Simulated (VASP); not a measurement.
Here is a VASP 6.6.1 calculation.

INCAR

```
SYSTEM = Ge
  PREC = Accurate
  ENCUT = 520
  EDIFF = 1E-6
  ISMEAR = 0
  SIGMA = 0.1
  LREAL = .False.
  LASPH = .True.
  NELM = 100
  ALGO = Normal
  ISIF = 2
  LWAVE = .False.
  LCHARG = .False.
  GGA = PS
  NBANDS = 21
```

KPOINTS

```
regular mesh
0
Gamma
  10 10 5
  0 0 0
```

File POSCAR:

```
Ge
1.0
    2.9911060000      0.0000000000      0.0000000000
   -1.5105156329      2.5816772893      0.0000000000
    0.0000000000      0.0000000000      4.7275960000
Ge
2
Direct
    0.6665533700      0.3334466300      0.2500000000
    0.3334466300      0.6665533700      0.7500000000
```

Potentials or basis: VASP PAW PBE potentials, release 64 (Ge_d).

Run with:

```sh
$ cat potpaw_PBE.64/Ge_d/POTCAR > POTCAR
$ mpirun -np 1 vasp_std > vasp.out
```

Task: What does it give for the band gap on the k mesh?

Result: Zero (band 14 reaches 13.73 eV, above the bottom of band 15 at 4.55 eV).

Task: Predict the largest force.

Result: 0.005 eV/Å.

Task: Predict the pressure.

Result: -0.1 GPa.

Forces in eV/Å, atoms in the order of the input:
```
Ge  -0.004  0.002  0.000
Ge   0.004 -0.002  0.000
```

Caveat: the PAW data sets were made with another functional, which shifts forces and pressure a little.
